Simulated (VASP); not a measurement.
# FeO (Fm-3m) in VASP: a series of runs

Aim: see how the results for FeO move with the level of theory and the settings. Levels: PBE, r2SCANh. Tasks: single point.

Program: VASP 6.6.1. These are calculated values, not measurements. Logs are shortened: lines on timing, memory, paths and dates and some standing lists are left out, and cuts for length are marked.

**1. The cell of the first run**

It takes space group Fm-3m (No. 225, cubic). Conventional cell: a = 4.311 Å, b = 4.311 Å, c = 4.311 Å, α = 90.00°, β = 90.00°, γ = 90.00°. Fe (site symmetry m-3m) has 6 O at 2.16 Å within 2.9 Å. Within 2.9 Å of O (site symmetry m-3m) lie 6 Fe at 2.16 Å.

**2. Single point, PBE, collinear spin, ferromagnetic start**

INCAR

```
SYSTEM = FeO
PREC = Accurate ; ENCUT = 700
EDIFF = 1E-6 ; ISMEAR = -1
SIGMA = 0.05 ; LREAL = .False.
LASPH = .True. ; NELM = 200
ALGO = Normal ; ISIF = 2
LWAVE = .False. ; LCHARG = .False.
ISPIN = 2 ; MAGMOM = 4.5 0
LORBIT = 11 ; NUPDOWN = 4.5
LMAXMIX = 4 ; GGA = PE
NBANDS = 22 ; GGA_COMPAT = .False.
```

KPOINTS

```
regular mesh
0
Gamma
  9 9 9
  0 0 0
```

POSCAR

```
FeO
1.0
    0.0000000000      2.1554000000      2.1554000000
    2.1554000000      0.0000000000      2.1554000000
    2.1554000000      2.1554000000      0.0000000000
Fe O
1 1
Direct
    0.0000000000      0.0000000000      0.0000000000
    0.5000000000      0.5000000000      0.5000000000
```

Potentials or basis: VASP PAW PBE potentials, release 64 (Fe_sv, O).

Command:

```console
$ cat potpaw_PBE.64/Fe_sv/POTCAR potpaw_PBE.64/O/POTCAR > POTCAR
$ mpirun -np 1 vasp_std > vasp.out
```

OUTCAR:

```text
SYSTEM = FeO
   PREC = Accurate
   ENCUT = 700
   EDIFF = 1E-6
   ISMEAR = -1
   LREAL = .False.
   LASPH = .True.
   NELM = 200
   ISIF = 2
   ISPIN = 2
   LORBIT = 11
   NUPDOWN = 4.5
   GGA = PE

 ion  position               nearest neighbor table
   1  0.000  0.000  0.000-   2 2.16   2 2.16   2 2.16   2 2.16   2 2.16   2 2.16
   2  0.500  0.500  0.500-   1 2.16   1 2.16   1 2.16   1 2.16   1 2.16   1 2.16

  LATTYP: Found a face centered cubic cell.
 ALAT       =     4.3108000000

  Lattice vectors:

 A1 = (   0.0000000000,   2.1554000000,   2.1554000000)
 A2 = (   2.1554000000,   0.0000000000,   2.1554000000)
 A3 = (   2.1554000000,   2.1554000000,   0.0000000000)

Analysis of symmetry for initial positions (statically):
=====================================================================
 Subroutine PRICEL returns:
 Original cell was already a primitive cell.

 Routine SETGRP: Setting up the symmetry group for a
 face centered cubic supercell.

 Subroutine GETGRP returns: Found 48 space group operations
 (whereof 48 operations were pure point group operations)
 out of a pool of 48 trial point group operations.

The static configuration has the point symmetry O_h .

Analysis of symmetry for dynamics (positions and initial velocities):
=====================================================================
 Subroutine PRICEL returns:
 Original cell was already a primitive cell.

 Routine SETGRP: Setting up the symmetry group for a
 face centered cubic supercell.

 Subroutine GETGRP returns: Found 48 space group operations
 (whereof 48 operations were pure point group operations)
 out of a pool of 48 trial point group operations.

The dynamic configuration has the point symmetry O_h .

Analysis of structural, dynamic, and magnetic symmetry:
=====================================================================
 Subroutine PRICEL returns:
 Original cell was already a primitive cell.

 Routine SETGRP: Setting up the symmetry group for a
 face centered cubic supercell.

 Subroutine GETGRP returns: Found 48 space group operations
 (whereof 48 operations were pure point group operations)
 out of a pool of 48 trial point group operations.

The overall configuration has the point symmetry O_h .

 Subroutine INISYM returns: Found 48 space group operations
 (whereof 48 operations are pure point group operations),
 and found     1 'primitive' translations

----------------------------------------------------------------------------------------

[... 113 lines left out ...]
  volume/ion in A,a.u.               =      10.01        67.57
  Fermi-wavevector in a.u.,A,eV,Ry     =   1.689187  3.192101 38.822242  2.853354
  Thomas-Fermi vector in A             =   2.771359
   LORBIT       =     11    0 simple, 1 ext, 2 COOP (PROOUT), +10 PAW based schemes
   GGA     = PE    functional components
   LHFCALC =     F    Hartree Fock is set to
   AEXX    =    0.0000 exact exchange contribution
   IVDW    =     0    specifies the selected vdW correction
   LEPSILON=     F    determine dielectric tensor
   LRPA    =     F    only Hartree local field effects (RPA)
 spin polarized calculation
  energy-cutoff  :      700.00
  volume of cell :       20.03
 maximum number of plane-waves:       869
   NGX = 13   NGY = 13   NGZ = 13

 number of electron      21.9999992 magnetization       4.4999997

 Free energy of the ion-electron system (eV)
  ---------------------------------------------------
  ext. energy  EPLUGINS =         0.00000000
  ---------------------------------------------------
  free energy    TOTEN  =       -14.21806563 eV

  energy without entropy =      -14.20480475  energy(sigma->0) =      -14.21143519

 E-fermi :   9.3370     XC(G=0): -12.5842

 val. band max:       13.9131908939   @ k =  -0.3333   0.1111   0.0000
 cond. band min:       9.3432571358   @ k =  -0.1111   0.1111   0.0000
 fundamental gap:     -4.5699337581
 Fermi energy:        13.9937523203

 spin component 1

 k-point     1 :       0.0000    0.0000    0.0000
  band No.  band energies     occupation
      1     -80.8894      1.00000
      2     -46.8856      1.00000
      3     -46.8856      1.00000
      4     -46.8856      1.00000
      5     -11.0088      1.00000
      6       5.2875      1.00000
[... 589 lines left out ...]
     21      39.4491      0.00000
     22      39.4491      0.00000

 [... further k-points ...]

 spin component 2

 k-point     1 :       0.0000    0.0000    0.0000
  band No.  band energies     occupation
      1     -76.4897      1.00000
      2     -42.5816      1.00000
      3     -42.5816      1.00000
      4     -42.5816      1.00000
      5     -10.2184      1.00000
      6       6.7281      1.00000
[... 589 lines left out ...]
     21      39.8243      0.00000
     22      39.8243      0.00000

 [... further k-points ...]

------------------------ aborting loop because EDIFF is reached ----------------------------------------

  FORCE on cell =-STRESS in cart. coord.  units (eV):
  Direction    XX          YY          ZZ          XY          YZ          ZX
  --------------------------------------------------------------------------------------
  -------------------------------------------------------------------------------------
  Total        1.2707722      1.2707722      1.2707722     -0.0000000      0.0000000      0.0000000
  in kB      101.6634061    101.6634061    101.6634061     -0.0000000      0.0000000      0.0000000
  external PRESSURE =     101.6634061 kB  Pullay stress =       0.0000000 kB

 VOLUME and BASIS-vectors are now :
 -----------------------------------------------------------------------------
  energy-cutoff  :      700.00
  volume of cell :       20.03
      direct lattice vectors                 reciprocal lattice vectors
     0.000000000  2.155400000  2.155400000    -0.231975503  0.231975503  0.231975503
     2.155400000  0.000000000  2.155400000     0.231975503 -0.231975503  0.231975503
     2.155400000  2.155400000  0.000000000     0.231975503  0.231975503 -0.231975503

 POSITION                                       TOTAL-FORCE (eV/Angst)
 -----------------------------------------------------------------------------------
      0.00000      0.00000      0.00000         0.000000      0.000000     -0.000000
      2.15540      2.15540      2.15540        -0.000000     -0.000000      0.000000
 -----------------------------------------------------------------------------------
    total drift:                                0.000000      0.000000      0.000000

  FREE ENERGIE OF THE ION-ELECTRON SYSTEM (eV)
  ---------------------------------------------------
  free  energy   TOTEN  =       -14.2180656348 eV

  energy  without entropy=      -14.2048047523  energy(sigma->0) =      -14.21143519

 total charge

# of ion       s       p       d       tot
------------------------------------------
    1        2.129   6.008   5.405  13.542
    2        1.579   3.418   0.000   4.997
--------------------------------------------------
tot          3.708   9.426   5.405  18.539

 magnetization (x)

# of ion       s       p       d       tot
------------------------------------------
    1        0.041   0.019   3.611   3.670
    2        0.064   0.376   0.000   0.439
--------------------------------------------------
tot          0.104   0.394   3.611   4.110
```

OSZICAR:

```text
N       E                     dE             d eps       ncg     rms          rms(c)
DAV:   1     0.342635464271E+03    0.34264E+03   -0.14162E+04  3150   0.159E+03
DAV:   2     0.206760222821E+01   -0.34057E+03   -0.31988E+03  3152   0.503E+02
DAV:   3    -0.173506758228E+02   -0.19418E+02   -0.19255E+02  3702   0.138E+02
DAV:   4    -0.176976993739E+02   -0.34702E+00   -0.34692E+00  3476   0.199E+01
DAV:   5    -0.177073212470E+02   -0.96219E-02   -0.96216E-02  3708   0.347E+00    0.169E+01
DAV:   6    -0.147220241047E+02    0.29853E+01   -0.16479E+01  4886   0.599E+01    0.265E+01
DAV:   7    -0.142529162539E+02    0.46911E+00   -0.24425E+00  4386   0.308E+01    0.121E+01
DAV:   8    -0.142402365281E+02    0.12680E-01   -0.13594E-01  3628   0.325E+00    0.660E+00
DAV:   9    -0.142163985082E+02    0.23838E-01   -0.44311E-02  4692   0.319E+00    0.116E+00
DAV:  10    -0.142182190361E+02   -0.18205E-02   -0.85549E-03  4102   0.160E+00    0.196E-01
DAV:  11    -0.142180128787E+02    0.20616E-03   -0.17821E-03  4820   0.579E-01    0.763E-02
DAV:  12    -0.142180581910E+02   -0.45312E-04   -0.22935E-04  3780   0.160E-01    0.402E-02
DAV:  13    -0.142180666156E+02   -0.84247E-05   -0.13867E-05  3522   0.402E-02    0.107E-02
DAV:  14    -0.142180656348E+02    0.98089E-06   -0.14966E-06  3174   0.159E-02
   1 F= -.14218066E+02 E0= -.14211435E+02  d E =-.132609E-01  mag=     4.5000
```

It took 38 s on 1 thread of Intel Xeon Platinum 8488C (Sapphire Rapids), shared host; peak memory 0.19 GiB.

Results:

* Free energy: -14.2181 eV
* Pressure: 10.2 GPa
* Net moment: 4.50 μB per cell
* Site moments: Fe +3.67; O +0.44 μB
* Valence electrons inside the program's atomic spheres: Fe 13.54; O 5.00

Caveat: the cell stands under pressure; the total moment is fixed, so each spin has its own Fermi level and the state may be an excited one; a cell with one magnetic atom can't hold antiferromagnetic order, which such compounds often take.

**3. Single point, r2SCANh, collinear spin, ferromagnetic start**

POSCAR is that of step 2.

INCAR.step1

```
ALGO = Normal ; EDIFF = 1E-5
ENCUT = 520 ; GGA = PE
ISIF = 2 ; ISMEAR = -1
ISPIN = 2 ; LASPH = True
LMAXMIX = 4 ; LORBIT = 11
LREAL = False ; LWAVE = True
MAGMOM = 3 0 ; NBANDS = 18
NELM = 150 ; PREC = Accurate
SIGMA = 0.05
```

INCAR.step2

```
AEXX = 0.1 ; ALGO = Normal
EDIFF = 1E-6 ; ENCUT = 520
ISIF = 2 ; ISMEAR = -1
ISPIN = 2 ; ISTART = 1
LASPH = True ; LCHARG = True
LELF = True ; LHFCALC = True
LMAXMIX = 4 ; LMIXTAU = True
LORBIT = 11 ; LREAL = False
LVHAR = True ; LWAVE = False
MAGMOM = 3 0 ; METAGGA = R2SCAN
NBANDS = 18 ; NELM = 150
PREC = Accurate ; PRECFOCK = Normal
SIGMA = 0.05
```

KPOINTS

```
k-points
0
Gamma
  6 6 6
```

Potentials or basis: VASP PAW PBE potentials, release 64 (Fe, O).

Command:

```console
$ cat potpaw_PBE.64/Fe/POTCAR potpaw_PBE.64/O/POTCAR > POTCAR
$ cp INCAR.step1 INCAR
$ mpirun -np 1 vasp_std > vasp.out
$ cp INCAR.step2 INCAR
$ mpirun -np 1 vasp_std > vasp.out
```

It took 71 min on 1 thread of Intel Xeon Platinum 8375C at 2.90GHz (Ice Lake), shared host; peak memory 0.17 GiB.

The run converged. Its results:

| Property | Result |
| --- | --- |
| Free energy | -25.1535 eV |
| Pressure | -7.7 GPa |
| Band gap on the k mesh | zero (filled and empty bands overlap) |
| Net moment | 4.01 μB per cell |
| Site moments | Fe +3.72; O +0.26 μB |
| Valence electrons inside the program's atomic spheres | Fe 6.69; O 5.05 |

Levels at points of the mesh, in eV from the Fermi level:
Spin up:
| k point | band 6 | band 7 | band 8 | band 9 | band 10 | band 11 | band 12 | band 13 |
| --- | --- | --- | --- | --- | --- | --- | --- | --- |
| (0.00, 0.00, 0.00) | -6.29 | -5.29 | -5.29 | -5.29 | -0.20 | 15.80 | 17.24 | 17.24 |
| (0.50, 0.00, 0.00) | -5.58 | -4.80 | -2.32 | -2.32 | 4.18 | 8.90 | 12.93 | 12.93 |
| (0.50, 0.50, 0.00) | -5.95 | -5.43 | -5.32 | -5.32 | 5.45 | 9.21 | 10.65 | 15.42 |
Spin down:
```
           k point  band 3  band 4  band 5  band 6  band 7  band 8
(0.00, 0.00, 0.00)   -4.55   -4.55   -1.07   -1.07   -1.07    1.08
(0.50, 0.00, 0.00)   -6.40   -6.40    0.66    0.66    0.84    3.82
(0.50, 0.50, 0.00)   -5.84   -5.84   -2.66    1.12    1.12    1.76
```

Caveat: the k points lie up to 0.42 Å⁻¹ apart, too coarse for converged energies and pressures of a metal; the PAW data sets were made with another functional, which shifts forces and pressure a little; a cell with one magnetic atom can't hold antiferromagnetic order, which such compounds often take.

**4. Single point, PBE, collinear spin, ferromagnetic start**

INCAR

```
PREC     = Accurate       # precision mode
ENCUT    = 700            # plane-wave cutoff, eV
EDIFF    = 1E-6           # SCF threshold, eV
ISMEAR   = -1             # smearing method
SIGMA    = 0.05           # smearing width, eV
LREAL    = False          # projectors in reciprocal space
LASPH    = True           # aspherical terms in the spheres
NELM     = 200            # most SCF steps
ALGO     = Normal         # electronic algorithm
ISIF     = 2              # what is computed and relaxed
LWAVE    = False          # write WAVECAR
LCHARG   = False          # write CHGCAR
ISPIN    = 2              # spin polarisation
MAGMOM   = 3.8 0          # initial moments
LORBIT   = 11             # projections on sites
NUPDOWN  = 3.8            # fixed moment
LMAXMIX  = 4              # l up to which the mixer works
GGA      = PE             # functional
NBANDS   = 22             # bands
GGA_COMPAT= False
```

KPOINTS

```
regular mesh
0
Gamma
  9 9 9
```

POSCAR is that of step 3.

Potentials or basis: VASP PAW PBE potentials, release 64 (Fe_sv, O).

Command:

```console
$ cat potpaw_PBE.64/Fe_sv/POTCAR potpaw_PBE.64/O/POTCAR > POTCAR
$ mpirun -np 1 vasp_std > vasp.out
```

It took 29 s on 1 thread of AMD EPYC 9R45 (Zen 5), shared host; peak memory 0.16 GiB.

Results (log left out):

```yaml
Free_energy: -15.0052 eV
Pressure: -3.9 GPa
Net_moment: 3.80 μB per cell
Site_moments: Fe +3.34; O +0.24 μB
Valence_electrons_inside_the_program's_atomic_spheres: Fe 13.63; O 4.98
```

Caveat: the cell stands under tension; the total moment is fixed, so each spin has its own Fermi level and the state may be an excited one; a cell with one magnetic atom can't hold antiferromagnetic order, which such compounds often take.

**5. Single point, PBE, collinear spin, ferromagnetic start**

INCAR

```
PREC = Accurate
ENCUT = 700
EDIFF = 1E-6
ISMEAR = -1
SIGMA = 0.05
LREAL = False
LASPH = True
NELM = 200
ALGO = Normal
ISIF = 2
LWAVE = False
LCHARG = True
ISPIN = 2
MAGMOM = 2.2 0
LORBIT = 11
NUPDOWN = 2.2
LMAXMIX = 4
GGA = PE
LELF = True
LVHAR = True
NBANDS = 22
GGA_COMPAT = False
```

KPOINTS

```
Automatic mesh
0
Gamma
  9 9 9
```

POSCAR is that of step 4.

Command:

```console
$ cat potpaw_PBE.64/Fe_sv/POTCAR potpaw_PBE.64/O/POTCAR > POTCAR
$ mpirun -np 1 vasp_std > vasp.out
```

It took 34 s on 1 thread of AMD EPYC 9R45 (Zen 5), shared host; peak memory 0.16 GiB.

Results (log left out):

```yaml
Free_energy: -14.3168 eV
Pressure: -18.6 GPa
Net_moment: 2.20 μB per cell
Site_moments: Fe +2.08; O -0.01 μB
Valence_electrons_inside_the_program's_atomic_spheres: Fe 13.69; O 4.94
```

Caveat: the cell stands under tension; the total moment is fixed, so each spin has its own Fermi level and the state may be an excited one; a cell with one magnetic atom can't hold antiferromagnetic order, which such compounds often take.

**6. Summary**

| level | potentials or basis | fixed moment (μB) | k mesh | cutoff (eV) | grid for exact exchange (PRECFOCK) | share of exact exchange | pressure (GPa) | moment (μB) |
| --- | --- | --- | --- | --- | --- | --- | --- | --- |
| PBE | VASP PAW PBE potentials, release 64 (Fe_sv, O) | 4.5 | 9 × 9 × 9 | 700 | - | - | 10.2 | 4.50 |
| r2SCANh | VASP PAW PBE potentials, release 64 (Fe, O) | - | 6 × 6 × 6 | 520 | Normal | 0.1 | -7.7 | 4.01 |
| PBE | VASP PAW PBE potentials, release 64 (Fe_sv, O) | 3.8 | 9 × 9 × 9 | 700 | - | - | -3.9 | 3.80 |
| PBE | VASP PAW PBE potentials, release 64 (Fe_sv, O) | 2.2 | 9 × 9 × 9 | 700 | - | - | -18.6 | 2.20 |

Alike in all rows: task single point; spin collinear, ferromagnetic start; cell as given; smearing fermi-dirac 0.05 eV.

Caveats: some runs use coarse meshes; a cell with one magnetic atom can't hold antiferromagnetic order, which such compounds often take; the total moment is fixed, so each spin has its own Fermi level and the state may be an excited one (at least some runs); the cell stands under tension (at least some runs); the cell stands under pressure (at least some runs); the PAW data sets were made with another functional, which shifts forces and pressure a little (at least some runs).

Absolute energies hang on the potentials; compare differences alone.

The gap in the log of VASP goes by the Fermi energy; the results here count the filled bands.